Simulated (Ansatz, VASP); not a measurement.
# One calculation of LiF, two programs

The input INCAR:

```
SYSTEM = LiF
  ALGO = Normal
  EDIFF = 1E-6
  ENCUT = 520
  GGA = PE
  ISIF = 2
  ISMEAR = 0
  LASPH = .True.
  LCHARG = .False.
  LREAL = .False.
  LWAVE = .False.
  NBANDS = 12
  NELM = 60
  PREC = Accurate
  SIGMA = 0.02
```

File KPOINTS:

```
k-points
0
Gamma
  10 10 10
  0 0 0
```

File POSCAR:

```
LiF
1.0
    0.0000000000      2.0337929511      2.0337929511
    2.0337929511      0.0000000000      2.0337929511
    2.0337929511      2.0337929511      0.0000000000
Li F
1 1
Direct
    0.0000000000      0.0000000000      0.0000000000
    0.5000000000      0.5000000000      0.5000000000
```

Input for Ansatz:

```yaml
crystal:
  lattice:
    - [0.0, 2.0337929511, 2.0337929511]
    - [2.0337929511, 0.0, 2.0337929511]
    - [2.0337929511, 2.0337929511, 0.0]
  atoms:
    - { symbol: Li, position: [0.0, 0.0, 0.0] }
    - { symbol: F, position: [0.5, 0.5, 0.5] }
basis:
  ecutwfc: 420
kpoints:
  mp_grid: { grid: [10, 10, 10] }
  band_path: { path: [VBM, CBM], npoints: 2 }
hamiltonian:
  xc: pbe
scf:
  occupations: { method: gaussian, width: 0.02 }
output:
  forces: false
  stress: false
  eigenvalues: true
checkpoint:
  read: start.run
  write: ck
  compress: false
  write_wavefunctions: false
  write_every: 100000
```

Alike in both runs: task single point; functional PBE; k mesh 10 × 10 × 10; occupations gaussian, width 0.02 eV; no spin polarisation.

```csv
,VASP,Ansatz
version,VASP 6.6.1,Ansatz 0.2.0
potentials or method,"VASP PAW PBE potentials, release 64 (Li_sv, F), cutoff 520 eV","scalar-relativistic, plane waves, PAW"
valence electrons in the cell,10,10
```

|  | VASP | Ansatz | Ansatz less VASP |
| --- | --- | --- | --- |
| gap on the k mesh at the Fermi level (eV) | 8.83 | 8.83 | +0.001 |
| least direct gap on the mesh (eV) | 8.83 | 8.83 | +0.001 |

With one functional, cell and mesh, what is left measures potentials, basis and numerics.

Noted on VASP's run: the cutoff is under 1.25 times that of the potentials, so the pressure is a little rough.
